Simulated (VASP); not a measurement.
# AlN (P6_3mc) in VASP: a series of runs, part 2 of 2

VASP 6.6.1.

## (4) Electric field gradients, r2SCAN

POSCAR

```
AlN
1.0
    3.1100000000      0.0000000000      0.0000000000
   -1.5550000000      2.6933390058      0.0000000000
    0.0000000000      0.0000000000      4.9800000000
Al N
2 2
Direct
    0.6666666667      0.3333333333      0.0000000000
    0.3333333333      0.6666666667      0.5000000000
    0.6666666667      0.3333333333      0.3820000000
    0.3333333333      0.6666666667      0.8820000000
```

INCAR.step1

```
PREC     = Accurate       # precision mode
ENCUT    = 520            # plane-wave cutoff, eV
ISMEAR   = -1             # smearing method
SIGMA    = 0.02           # smearing width, eV
LREAL    = F              # projectors in reciprocal space
LASPH    = T              # aspherical terms in the spheres
NELM     = 60             # most SCF steps
NBANDS   = 16             # bands
GGA      = PE             # functional
ALGO     = Normal         # electronic algorithm
EDIFF    = 1E-4           # SCF threshold, eV
LWAVE    = T              # write WAVECAR
LCHARG   = F              # write CHGCAR
```

INCAR.step2

```
PREC     = Accurate       # precision mode
ENCUT    = 520            # plane-wave cutoff, eV
EDIFF    = 1E-8           # SCF threshold, eV
ISMEAR   = -1             # smearing method
SIGMA    = 0.02           # smearing width, eV
LREAL    = F              # projectors in reciprocal space
LASPH    = T              # aspherical terms in the spheres
NELM     = 60             # most SCF steps
ALGO     = Normal         # electronic algorithm
ISIF     = 2              # what is computed and relaxed
LWAVE    = F              # write WAVECAR
LCHARG   = F              # write CHGCAR
METAGGA  = R2SCAN         # meta-GGA
LMIXTAU  = T            
LEFG     = T            
NBANDS   = 16             # bands
ISTART   = 1
```

KPOINTS

```
regular mesh
0
Gamma
  11 11 6
```

Potentials or basis: VASP PAW PBE potentials, release 64 (Al, N).

The run is started by

```bash
> cat potpaw_PBE.64/Al/POTCAR potpaw_PBE.64/N/POTCAR > POTCAR
> cp INCAR.step1 INCAR
> mpirun -np 1 vasp_std > vasp.out
> cp INCAR.step2 INCAR
> mpirun -np 1 vasp_std > vasp.out
```

OUTCAR:

```text
PREC = Accurate
   ENCUT = 520
   EDIFF = 1E-8
   ISMEAR = -1
   LREAL = F
   LASPH = T
   NELM = 60
   ISIF = 2
   METAGGA = R2SCAN
   ISTART = 1

 ion  position               nearest neighbor table
   1  0.667  0.333  0.000-   4 1.89   4 1.89   4 1.89   3 1.90   2 3.07   2 3.07   2 3.07   2 3.07
                             2 3.07   2 3.07
   2  0.333  0.667  0.500-   3 1.89   3 1.89   3 1.89   4 1.90   1 3.07   1 3.07   1 3.07   1 3.07
                             1 3.07   1 3.07
   3  0.667  0.333  0.382-   2 1.89   2 1.89   2 1.89   1 1.90
   4  0.333  0.667  0.882-   1 1.89   1 1.89   1 1.89   2 1.90

  LATTYP: Found a hexagonal cell.
 ALAT       =     3.1100000000
 C/A-ratio  =     1.6012861736

  Lattice vectors:

 A1 = (   3.1100000000,   0.0000000000,   0.0000000000)
 A2 = (  -1.5550000000,   2.6933390058,   0.0000000000)
 A3 = (   0.0000000000,   0.0000000000,   4.9800000000)

Analysis of symmetry for initial positions (statically):
=====================================================================
 Subroutine PRICEL returns:
 Original cell was already a primitive cell.

 Routine SETGRP: Setting up the symmetry group for a
 hexagonal supercell.

 Subroutine GETGRP returns: Found 12 space group operations
 (whereof  6 operations were pure point group operations)
 out of a pool of 24 trial point group operations.

The static configuration has the point symmetry C_3v.
 The point group associated with its full space group is C_6v.

Analysis of symmetry for dynamics (positions and initial velocities):
=====================================================================
 Subroutine PRICEL returns:
 Original cell was already a primitive cell.

 Routine SETGRP: Setting up the symmetry group for a
 hexagonal supercell.

 Subroutine GETGRP returns: Found 12 space group operations
 (whereof  6 operations were pure point group operations)
 out of a pool of 24 trial point group operations.

The dynamic configuration has the point symmetry C_3v.
 The point group associated with its full space group is C_6v.

 Subroutine INISYM returns: Found 12 space group operations
 (whereof  6 operations are pure point group operations),
 and found     1 'primitive' translations

----------------------------------------------------------------------------------------

                                     Primitive cell

  volume of cell :      41.7139

  direct lattice vectors                    reciprocal lattice vectors
     3.110000000  0.000000000  0.000000000     0.321543408  0.185643173  0.000000000
    -1.555000000  2.693339006  0.000000000     0.000000000  0.371286347  0.000000000
     0.000000000  0.000000000  4.980000000     0.000000000  0.000000000  0.200803213

  length of vectors
     3.110000000  3.110000000  4.980000000     0.371286347  0.371286347  0.200803213

  position of ions in fractional coordinates (direct lattice)
     0.666666667  0.333333333  0.000000000
     0.333333333  0.666666667  0.500000000
     0.666666667  0.333333333  0.382000000
     0.333333333  0.666666667  0.882000000

[... 90 lines left out ...]
   NUPDOWN=      -1.0000    fix difference up-down
   EMIN   =  10.00;   EMAX   =-10.00  energy-range for DOS
   EFERMI =   0.00;   METHOD = LEGACY
   ISMEAR =    -1;   SIGMA  =   0.02  broadening in eV -4-tet -1-fermi 0-gaus
   EFERMI_NEDOS =   21; number of points for ismear=-14 and -15
   IALGO  =     38    algorithm
   IMIX   =      4    mixing-type and parameters
     AMIX     =   0.40;   BMIX     =  1.00
     AMIX_MAG =   1.60;   BMIX_MAG =  1.00
  volume/ion in A,a.u.               =      10.43        70.37
  Fermi-wavevector in a.u.,A,eV,Ry     =   1.189473  2.247778 19.250147  1.414846
  Thomas-Fermi vector in A             =   2.325579
   LORBIT       =      0    0 simple, 1 ext, 2 COOP (PROOUT), +10 PAW based schemes
   METAGGA = R2SCAN    functional components
   LHFCALC =     F    Hartree Fock is set to
   AEXX    =    0.0000 exact exchange contribution
   IVDW    =     0    specifies the selected vdW correction
   LEPSILON=     F    determine dielectric tensor
   LRPA    =     F    only Hartree local field effects (RPA)
 non-spin polarized calculation
  energy-cutoff  :      520.00
  volume of cell :       41.71
 maximum number of plane-waves:      1134
 NGX is ok and might be reduce to    24
   NGX = 11   NGY = 11   NGZ = 19

 number of electron      15.9999997 magnetization

 Free energy of the ion-electron system (eV)
  ---------------------------------------------------
  ext. energy  EPLUGINS =         0.00000000
  ---------------------------------------------------
  free energy    TOTEN  =       -38.45602451 eV

  energy without entropy =      -38.45602451  energy(sigma->0) =      -38.45602451

 E-fermi :   6.3472     XC(G=0): -11.4058

 val. band max:        5.9040504456   @ k =   0.0000   0.0000   0.0000
 cond. band min:      10.7937973615   @ k =   0.0000   0.0000   0.0000
 fundamental gap:      4.8897469159
 Fermi energy:         6.3471663702

 k-point     1 :       0.0000    0.0000    0.0000
  band No.  band energies     occupation
      1     -10.0709      2.00000
      2      -7.9535      2.00000
      3      -0.1591      2.00000
      4       5.0057      2.00000
      5       5.0057      2.00000
      6       5.6682      2.00000
[... 433 lines left out ...]
      3       0.8847      2.00000
      4       2.8376      2.00000
      5       3.2423      2.00000
      6       4.3578      2.00000
[... 8 lines left out ...]
     15      19.3372      0.00000
     16      20.3757      0.00000

 [... further k-points ...]
[... 5 lines left out ...]
  --------------------------------------------------------------------------------------
  -------------------------------------------------------------------------------------
  Total       -0.2461262     -0.2461262     -0.2170643      0.0000000      0.0000000     -0.0000000
  in kB       -9.4533930     -9.4533930     -8.3371602      0.0000000      0.0000000     -0.0000000
  external PRESSURE =      -9.0813154 kB  Pullay stress =       0.0000000 kB

 VOLUME and BASIS-vectors are now :
 -----------------------------------------------------------------------------
  energy-cutoff  :      520.00
  volume of cell :       41.71
      direct lattice vectors                 reciprocal lattice vectors
     3.110000000  0.000000000  0.000000000     0.321543408  0.185643173  0.000000000
    -1.555000000  2.693339006  0.000000000     0.000000000  0.371286347  0.000000000
     0.000000000  0.000000000  4.980000000     0.000000000  0.000000000  0.200803213

 POSITION                                       TOTAL-FORCE (eV/Angst)
 -----------------------------------------------------------------------------------
      1.55500      0.89778      0.00000         0.000000     -0.000000      0.016250
     -0.00000      1.79556      2.49000        -0.000000      0.000000      0.016250
      1.55500      0.89778      1.90236        -0.000000     -0.000000     -0.016250
     -0.00000      1.79556      4.39236        -0.000000      0.000000     -0.016250
 -----------------------------------------------------------------------------------
    total drift:                               -0.000000     -0.000000     -0.018009

  FREE ENERGIE OF THE ION-ELECTRON SYSTEM (eV)
  ---------------------------------------------------
  free  energy   TOTEN  =       -38.4560245056 eV

  energy  without entropy=      -38.4560245056  energy(sigma->0) =      -38.45602451

 Electric field gradients (V/A^2)
---------------------------------------------------------------------
 ion       V_xx      V_yy      V_zz      V_xy      V_xz      V_yz
---------------------------------------------------------------------
   1      -2.650    -2.650     5.299     0.000    -0.000     0.000
   2      -2.650    -2.650     5.299     0.000     0.000    -0.000
   3      -0.039    -0.039     0.078    -0.000     0.000    -0.000
   4      -0.039    -0.039     0.078    -0.000    -0.000     0.000
---------------------------------------------------------------------

 Electric field gradients after diagonalization (V/A^2)
 (convention: |V_zz| > |V_xx| > |V_yy|)
----------------------------------------------------------------------
 ion       V_xx      V_yy      V_zz     asymmetry (V_yy - V_xx)/ V_zz
----------------------------------------------------------------------
   1      -2.650    -2.650     5.299       0.000
   2      -2.650    -2.650     5.299       0.000
   3      -0.039    -0.039     0.078       0.003
   4      -0.039    -0.039     0.078       0.003
----------------------------------------------------------------------

           NMR quadrupolar parameters

 Cq : quadrupolar parameter    Cq=e*Q*V_zz/h
 eta: asymmetry parameters     (V_yy - V_xx)/ V_zz
 Q  : nuclear electric quadrupole moment in mb (millibarn)
----------------------------------------------------------------------
 ion       Cq(MHz)       eta       Q (mb)
----------------------------------------------------------------------
   1       0.013       0.000       1.000
   2       0.013       0.000       1.000
   3       0.000       0.003       1.000
   4       0.000       0.003       1.000
----------------------------------------------------------------------
```

Wall time 2.5 min (1 thread of AMD EPYC 9R45 (Zen 5), shared host); peak memory 0.15 GiB.

Results:

| Quantity | Value |
| --- | --- |
| Free energy | -38.4560 eV |
| Pressure | -0.9 GPa |
| Largest force | 0.016 eV/Å |
| Band gap on the k mesh | 4.89 eV, direct |

Forces on the atoms (eV/Å):
```
Al   0.000  0.000  0.016
Al   0.000  0.000  0.016
N    0.000  0.000 -0.016
N    0.000  0.000 -0.016
```

Stress tensor (GPa, compression positive):
```
-0.95  0.00  0.00
 0.00 -0.95  0.00
 0.00  0.00 -0.83
```

Levels at points of the mesh, in eV from the valence-band top:
| k point | band 5 | band 6 | band 7 | band 8 | band 9 | band 10 | band 11 | band 12 |
| --- | --- | --- | --- | --- | --- | --- | --- | --- |
| (0.00, 0.00, 0.00) | -0.90 | -0.24 | -0.24 | 0.00 | 4.89 | 7.50 | 11.59 | 12.01 |
| (0.00, 0.00, 0.50) | -0.58 | -0.58 | -0.58 | -0.58 | 7.23 | 7.23 | 11.29 | 11.29 |

Electric field gradients, principal values (V/Å²):
| atom | least | middle | greatest (by size) |
| --- | --- | --- | --- |
| 1 Al | -2.650 | -2.650 | 5.299 |
| 2 Al | -2.650 | -2.650 | 5.299 |
| 3 N | -0.039 | -0.039 | 0.078 |
| 4 N | -0.039 | -0.039 | 0.078 |

Caveat: without QUAD_EFG the Cq values of the log hold for a quadrupole moment of 1 mb, not for the nuclei; the PAW data sets were made with another functional, which shifts forces and pressure a little. A k mesh can miss the band edges.

## (5) Summary

```tsv
level	potentials or basis	gap on the mesh (eV)	pressure (GPa)	largest force (eV/Å)
LDA	VASP PAW LDA potentials, release 64 (Al, N)	4.24	-3.7	0.02
PBEsol	VASP PAW PBE potentials, release 64 (Al, N)	4.14	0.6	0.01
r2SCAN	VASP PAW PBE potentials, release 64 (Al, N)	4.89	-0.9	0.02
```

Alike in all rows: task electric field gradients; no spin polarisation; cell as given; k mesh 11 × 11 × 6; cutoff (eV) 520; smearing fermi-dirac 0.02 eV.

Caveats: the PAW data sets were made with another functional, which shifts forces and pressure a little (some runs).

Total energies depend on the potentials used, so only differences within one code and one set of settings carry meaning.
